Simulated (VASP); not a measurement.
SnSb2C3:

```
Sn Sb C
1.0
     5.97339    0.00000    0.00000
    -2.98669    5.17311    0.00000
     0.00000    0.00000    3.20276
Sn Sb C
1 2 3
Direct
  0.00000 0.00000 0.00000
  0.33333 0.66667 0.00000
  0.66667 0.33333 0.00000
  0.50000 0.00000 0.50000
  0.50000 0.50000 0.50000
  0.00000 0.50000 0.50000
```

The cell was generated, and may not be a known phase.

- Program: VASP 6.6.1
- Task: relaxation of cell and atoms
- Functional: PBE
- Potentials or basis: VASP PAW PBE potentials, release 64 (Sn_d, Sb, C)
- Cutoff: 600 eV
- k mesh: 6 × 6 × 12
- Occupations: gaussian, width 0.1 eV
- Spin: no spin polarisation

At the start: pressure -0.6 GPa; volume 16.49 Å³/atom.

Where does the relaxation end?

Over 5 steps the energy falls by 7.7 meV/atom and the volume is 16.44 Å³/atom (-0.3 %); space group P6/mmm (No. 191, to 0.1 Å) before and after.

Step by step:
```csv
step,energy change (eV),largest force (eV/Å),pressure (GPa),volume (Å³)
1,0.0000,0.0000,-0.57,98.97
2,-0.0435,0.0000,0.52,98.10
3,-0.0459,0.0000,0.30,98.24
4,-0.0459,0.0000,0.26,98.26
5,-0.0461,0.0000,-0.08,98.63
```

Final structure:
```
Sn Sb C
1.0
     6.02418    0.00000    0.00000
    -3.01209    5.21709    0.00000
     0.00000    0.00000    3.13824
Sn Sb C
1 2 3
Cartesian
  0.0000 0.0000 0.0000
  0.0000 3.4781 0.0000
  3.0121 1.7390 3.1382
  3.0121 0.0000 1.5691
  1.5060 2.6085 1.5691
  -1.5060 2.6085 1.5691
```
